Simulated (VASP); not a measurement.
Runs of VASP 6.6.1 on SbAu (zincblende type). The structure is that of space group F-43m (No. 216), or close to it. The cells are those of the table. 

```csv
task,cell,gap on the mesh (eV),pressure (GPa)
electric field gradients,"a = 4.443 Å, angles 60.0°, 2 atoms",none,-1.8
single point,"a = 4.486 Å, angles 60.0°, 2 atoms",none,(a)
single point,"a = 4.443 Å, angles 60.0°, 2 atoms",none,-1.8
electric field gradients,"a = 4.355 Å, angles 60.0°, 2 atoms",none,1.6
electric field gradients,"a = 4.310 Å, angles 60.0°, 2 atoms",none,3.8
```

Alike in all rows: level PBE; potentials or basis VASP PAW PBE potentials, release 64 (Au, Sb); no spin polarisation; k mesh 10 × 10 × 10; cutoff (eV) 520; smearing fermi-dirac 0.08 eV.

Task: Estimate the missing entries.

Result: (a) -3.1.

Caveats: spin-orbit coupling is left out, which moves the levels of the heavy elements.

A k mesh can miss the band edges, and the runs leave out spin-orbit coupling on Au, Sb.

A gap of «none» marks levels without a gap at the run's occupations.
